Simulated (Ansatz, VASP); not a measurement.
**Ti in VASP and in Ansatz**

File INCAR:

```
SYSTEM = Ti
ALGO = Normal
EDIFF = 1E-6
ENCUT = 520
GGA = PE
ISIF = 2
ISMEAR = 0
LASPH = .True.
LCHARG = .False.
LREAL = .False.
LWAVE = .False.
NBANDS = 12
NELM = 60
PREC = Accurate
SIGMA = 0.15
```

Contents of KPOINTS:

```
k-points
0
Gamma
  20 20 20
  0 0 0
```

File POSCAR:

```
Ti
1.0
    0.0000000000      2.2163084651      1.6274353060
    2.2163084651      0.0000000000      1.6274353060
    2.2163084651      2.2163084651      0.0000000000
Ti
1
Direct
    0.0000000000      0.0000000000      0.0000000000
```

Input for Ansatz:

```yaml
crystal:
  lattice:
    - [0.0, 2.2163084651, 1.627435306]
    - [2.2163084651, 0.0, 1.627435306]
    - [2.2163084651, 2.2163084651, 0.0]
  atoms:
    - { symbol: Ti, position: [0.0, 0.0, 0.0] }
basis:
  ecutwfc: 520.0
kpoints:
  mp_grid: { grid: [20, 20, 20] }
hamiltonian:
  xc: pbe
  pseudopotentials: { kind: paw, azcp: { folder: soft_1 } }
scf:
  occupations: { method: gaussian, width: 0.15 }
output:
  forces: true
  stress: true
  eigenvalues: true
```

Alike in both runs: task single point; functional PBE; k mesh 20 × 20 × 20; occupations gaussian, width 0.15 eV; no spin polarisation.

|  | VASP | Ansatz |
| --- | --- | --- |
| version | VASP 6.6.1 | Ansatz 0.2.0 |
| potentials or method | VASP PAW PBE potentials, release 64 (Ti_sv), cutoff 520 eV | scalar-relativistic, plane waves, PAW |
| valence electrons in the cell | 12 | 12 |

|  | VASP | Ansatz | Ansatz less VASP |
| --- | --- | --- | --- |
| gap on the k mesh at the Fermi level (eV) | none | none | - |
| pressure (GPa) | 8.9 | 9.3 | +0.31 |
| traceless stress, the component that is largest in VASP (GPa) | 0.39 | 0.38 | -0.010 |

A gap of «none» marks a metal or a gap that the smearing closes. With one functional, cell and mesh, what is left measures potentials, basis and numerics.
